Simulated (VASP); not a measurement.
# As (R-3m) in VASP: single point with r2SCAN

Aim: the single point of As with r2SCAN.

Program: VASP 6.6.1. These are calculated values, not measurements. Logs are shortened: lines on timing, memory, paths and dates and some standing lists are left out, and cuts for length are marked.

### 1 The cell of the first run

Symmetry: R-3m, No. 166, trigonal system. The conventional cell has a = 3.782 Å, b = 3.782 Å, c = 10.104 Å, α = 90.00°, β = 90.00°, γ = 120.00°. Within 3.3 Å of As (site symmetry 3m) lie 6 As at 2.53 to 3.02 Å.

### 2 Single point, r2SCAN

The input, POSCAR:

```
As
1.0
    1.8909704620      1.0917523053      3.3680828135
   -1.8909704620      1.0917523053      3.3680828135
    0.0000000000     -2.1835046105      3.3680828135
As
2
Direct
    0.2301848442      0.2301848442      0.2301848442
    0.7698151558      0.7698151558      0.7698151558
```

The input, INCAR.step1:

```
SYSTEM = As
PREC = Accurate ; ENCUT = 520
ISMEAR = 0 ; SIGMA = 0.1
LREAL = .False. ; LASPH = .True.
NELM = 60 ; NBANDS = 12
GGA = PE ; ALGO = Normal
EDIFF = 1E-4 ; LWAVE = .True.
LCHARG = .False.
```

The input, INCAR.step2:

```
SYSTEM = As
PREC = Accurate ; ENCUT = 520
EDIFF = 1E-7 ; ISMEAR = 0
SIGMA = 0.1 ; LREAL = .False.
LASPH = .True. ; NELM = 60
ALGO = Normal ; ISIF = 2
LWAVE = .False. ; LCHARG = .False.
METAGGA = R2SCAN ; LMIXTAU = .True.
NBANDS = 12 ; ISTART = 1
```

The input, KPOINTS:

```
Automatic mesh
0
Gamma
  15 15 15
  0 0 0
```

Potentials or basis: VASP PAW PBE potentials, release 64 (As).

The run is started by

```
$ cat potpaw_PBE.64/As/POTCAR > POTCAR
$ cp INCAR.step1 INCAR
$ mpirun -np 1 vasp_std > vasp.out
$ cp INCAR.step2 INCAR
$ mpirun -np 1 vasp_std > vasp.out
```

OUTCAR:

```text
SYSTEM = As
   PREC = Accurate
   ENCUT = 520
   EDIFF = 1E-7
   ISMEAR = 0
   LREAL = .False.
   LASPH = .True.
   NELM = 60
   ISIF = 2
   METAGGA = R2SCAN
   ISTART = 1

 ion  position               nearest neighbor table
   1  0.230  0.230  0.230-   2 2.53   2 2.53   2 2.53
   2  0.770  0.770  0.770-   1 2.53   1 2.53   1 2.53

  LATTYP: Found a trigonal (rhomboedric) cell.
 ALAT       =     4.0139350048
 COS(alpha) =     0.5561269129

  Lattice vectors:

 A1 = (   1.8909704620,   1.0917523053,   3.3680828135)
 A2 = (  -1.8909704620,   1.0917523053,   3.3680828135)
 A3 = (   0.0000000000,  -2.1835046105,   3.3680828135)

Analysis of symmetry for initial positions (statically):
=====================================================================
 Subroutine PRICEL returns:
 Original cell was already a primitive cell.

 Routine SETGRP: Setting up the symmetry group for a
 trigonal (rhombohedral) supercell.

 Subroutine GETGRP returns: Found 12 space group operations
 (whereof 12 operations were pure point group operations)
 out of a pool of 12 trial point group operations.

The static configuration has the point symmetry D_3d.

Analysis of symmetry for dynamics (positions and initial velocities):
=====================================================================
 Subroutine PRICEL returns:
 Original cell was already a primitive cell.

 Routine SETGRP: Setting up the symmetry group for a
 trigonal (rhombohedral) supercell.

 Subroutine GETGRP returns: Found 12 space group operations
 (whereof 12 operations were pure point group operations)
 out of a pool of 12 trial point group operations.

The dynamic configuration has the point symmetry D_3d.

 Subroutine INISYM returns: Found 12 space group operations
 (whereof 12 operations are pure point group operations),
 and found     1 'primitive' translations

----------------------------------------------------------------------------------------

                                     Primitive cell

  volume of cell :      41.7199

  direct lattice vectors                    reciprocal lattice vectors
     1.890970462  1.091752305  3.368082814     0.264414495  0.152659780  0.098968271
    -1.890970462  1.091752305  3.368082814    -0.264414495  0.152659780  0.098968271
     0.000000000 -2.183504610  3.368082814     0.000000000 -0.305319560  0.098968271

  length of vectors
     4.013935005  4.013935005  4.013935005     0.320959113  0.320959113  0.320959113

[... 85 lines left out ...]
   NFREE  =      0    steps in history (QN), initial steepest desc. (CG)
   ISIF   =      2    stress and relaxation
   ISYM   =      2    0-nonsym 1-usesym 2-fastsym
   POTIM  = 0.5000    time-step for ionic-motion
   TEBEG  =    0.0;   TEEND  =   0.0 temperature during run
   PSTRESS=    0.0 pullay stress
   NELECT =      10.0000    total number of electrons
   NUPDOWN=      -1.0000    fix difference up-down
   EMIN   =  10.00;   EMAX   =-10.00  energy-range for DOS
   EFERMI =   0.00;   METHOD = LEGACY
   ISMEAR =     0;   SIGMA  =   0.10  broadening in eV -4-tet -1-fermi 0-gaus
   EFERMI_NEDOS =   21; number of points for ismear=-14 and -15
   IALGO  =     38    algorithm
   IMIX   =      4    mixing-type and parameters
     AMIX     =   0.40;   BMIX     =  1.00
     AMIX_MAG =   1.60;   BMIX_MAG =  1.00
  volume/ion in A,a.u.               =      20.86       140.77
  Fermi-wavevector in a.u.,A,eV,Ry     =   1.016937  1.921731 14.070601  1.034160
  Thomas-Fermi vector in A             =   2.150309
   LORBIT       =      0    0 simple, 1 ext, 2 COOP (PROOUT), +10 PAW based schemes
   METAGGA = R2SCAN    functional components
   LHFCALC =     F    Hartree Fock is set to
   AEXX    =    0.0000 exact exchange contribution
   IVDW    =     0    specifies the selected vdW correction
   LEPSILON=     F    determine dielectric tensor
   LRPA    =     F    only Hartree local field effects (RPA)
 non-spin polarized calculation
 Gauss-broadening in eV      SIGMA  =   0.10
  energy-cutoff  :      520.00
  volume of cell :       41.72
 maximum number of plane-waves:      1135
 NGX is ok and might be reduce to    30
   NGX = 15   NGY = 15   NGZ = 15

 number of electron      10.0000000 magnetization

 Free energy of the ion-electron system (eV)
  ---------------------------------------------------
  ext. energy  EPLUGINS =         0.00000000
  ---------------------------------------------------
  free energy    TOTEN  =       -29.35347258 eV

  energy without entropy =      -29.35294011  energy(sigma->0) =      -29.35320635

 E-fermi :   5.7509     XC(G=0): -10.5867

 val. band max:        5.6668507905   @ k =   0.3333   0.1333   0.1333
 cond. band min:       5.7623586186   @ k =   0.3333   0.2000   0.2000
 fundamental gap:      0.0955078280
 Fermi energy:         5.7509098829

 k-point     1 :       0.0000    0.0000    0.0000
  band No.  band energies     occupation
      1     -10.2178      2.00000
      2      -0.0084      2.00000
      3       3.0545      2.00000
      4       3.3369      2.00000
      5       3.3369      2.00000
      6       7.8605      0.00000
      7       8.8955      0.00000
      8       8.8955      0.00000
      9      12.5813      0.00000
     10      12.5813      0.00000
     11      13.0730      0.00000
     12      14.6203      0.00000
[... 331 lines left out ...]
 k-point    24 :       0.2000    0.1333   -0.0000
  band No.  band energies     occupation
      1      -9.6854      2.00000
      2      -1.7145      2.00000
      3       2.1858      2.00000
      4       2.6202      2.00000
      5       4.7639      2.00000
      6       6.8031      0.00000
      7       8.4160      0.00000
      8       9.3988      0.00000
      9      11.4197      0.00000
     10      13.2359      0.00000
     11      13.9401      0.00000
     12      15.6383      0.00000

 [... further k-points ...]
[... 5 lines left out ...]
  --------------------------------------------------------------------------------------
  -------------------------------------------------------------------------------------
  Total        0.3517160      0.3517160      0.6220116      0.0000000      0.0000000      0.0000000
  in kB       13.5070273     13.5070273     23.8872514      0.0000000      0.0000000      0.0000000
  external PRESSURE =      16.9671020 kB  Pullay stress =       0.0000000 kB

 VOLUME and BASIS-vectors are now :
 -----------------------------------------------------------------------------
  energy-cutoff  :      520.00
  volume of cell :       41.72
      direct lattice vectors                 reciprocal lattice vectors
     1.890970462  1.091752305  3.368082814     0.264414495  0.152659780  0.098968271
    -1.890970462  1.091752305  3.368082814    -0.264414495  0.152659780  0.098968271
     0.000000000 -2.183504610  3.368082814     0.000000000 -0.305319560  0.098968271

 POSITION                                       TOTAL-FORCE (eV/Angst)
 -----------------------------------------------------------------------------------
      0.00000      0.00000      2.32584         0.000000     -0.000000     -0.192472
      0.00000      0.00000      7.77840         0.000000      0.000000      0.192472
 -----------------------------------------------------------------------------------
    total drift:                               -0.000000      0.000000      0.000000

  FREE ENERGIE OF THE ION-ELECTRON SYSTEM (eV)
  ---------------------------------------------------
  free  energy   TOTEN  =       -29.3534725779 eV

  energy  without entropy=      -29.3529401144  energy(sigma->0) =      -29.35320635
```

OUTCAR.step1:

```text
SYSTEM = As
   PREC = Accurate
   ENCUT = 520
   ISMEAR = 0
   LREAL = .False.
   LASPH = .True.
[... 583 lines left out ...]
      0.00000      0.00000      2.32584         0.000000      0.000000      0.081104
      0.00000      0.00000      7.77840         0.000000     -0.000000     -0.081104
 -----------------------------------------------------------------------------------
    total drift:                               -0.000000      0.000000      0.000000

  FREE ENERGIE OF THE ION-ELECTRON SYSTEM (eV)
  ---------------------------------------------------
  free  energy   TOTEN  =        -9.3069668667 eV

  energy  without entropy=       -9.3063669973  energy(sigma->0) =       -9.30666693
```

Run time: 4.8 min. Hardware: 1 thread of AMD EPYC 9R45 (Zen 5), shared host; peak memory 0.25 GiB.

What came out:

| Item | Value |
| --- | --- |
| Free energy | -29.3535 eV |
| Pressure | 1.7 GPa |
| Largest force | 0.192 eV/Å |
| Band gap on the k mesh | zero (bands 5 and 6 overlap by 0.14 eV) |

Forces on the atoms (eV/Å):
```
As   0.000  0.000 -0.192
As   0.000  0.000  0.192
```

Stress tensor (GPa, compression positive):
```
1.35 0.00 0.00
0.00 1.35 0.00
0.00 0.00 2.39
```

Caveat: the PAW data sets were made with another functional, which shifts forces and pressure a little.
